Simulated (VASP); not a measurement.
Write the native input for VASP 6.6.1 that does the following.

```
Task                   : single point
Functional             : PBE
Potentials or basis    : VASP PAW PBE potentials, release 64 (Co, Si)
Cutoff                 : 520 eV
k mesh                 : 10 × 10 × 8
Occupations            : gaussian, width 0.1 eV
Spin                   : no spin polarisation
Dipole correction      : no
Further INCAR settings : ALGO = Normal; EDIFF = 1e-07; NBANDS = 26
```

The structure of CoSi2 lies in POSCAR:

```
CoSi2
1.0
    2.7603372322      2.7603372322      0.0000000000
   -2.6598395174      2.6598395174      0.0000000000
    0.0000000000      0.0000000000      5.3196790349
Co Si
2 4
Direct
    0.0000000000      0.0000000000      0.0000000000
    0.5000000000      0.5000000000      0.5000000000
    0.0000000000      0.5000000000      0.7475433837
    0.5000000000      0.0000000000      0.7524566163
    0.5000000000      0.0000000000      0.2475433837
    0.0000000000      0.5000000000      0.2524566163
```

This cell differs from its parent crystal: uniaxial strain along a: +3.0 %.

These files were run (other wordings do the same):

INCAR

```
SYSTEM = CoSi2
PREC = Accurate ; ENCUT = 520
EDIFF = 1E-7 ; ISMEAR = 0
SIGMA = 0.1 ; LREAL = .FALSE.
LASPH = .TRUE. ; NELM = 80
ALGO = Normal ; ISIF = 2
LWAVE = .FALSE. ; LCHARG = .TRUE.
GGA = PE ; LELF = .TRUE.
LVHAR = .TRUE. ; NBANDS = 26
```

KPOINTS

```
regular mesh
0
G
  10 10 8
  0 0 0
```

Potentials or basis: VASP PAW PBE potentials, release 64 (Co, Si).

The run is started by

```sh
$ cat potpaw_PBE.64/Co/POTCAR potpaw_PBE.64/Si/POTCAR > POTCAR
$ mpirun -np 1 vasp_std > vasp.out
```

It gave:

```json
{
 "Pressure": "-2.5 GPa",
 "Largest force": "0.159 eV/Å",
 "Band gap on the k mesh": "zero (band 17 reaches 11.42 eV, above the bottom of band 18 at 8.58 eV)"
}
```

Caveat: the cell differs from its parent crystal (uniaxial strain along a: +3.0 %).

Wall time 3.1 min on 1 thread of AMD EPYC 9R45 96-Core Processor (Zen 5), on a shared host, peak memory 0.37 GiB.
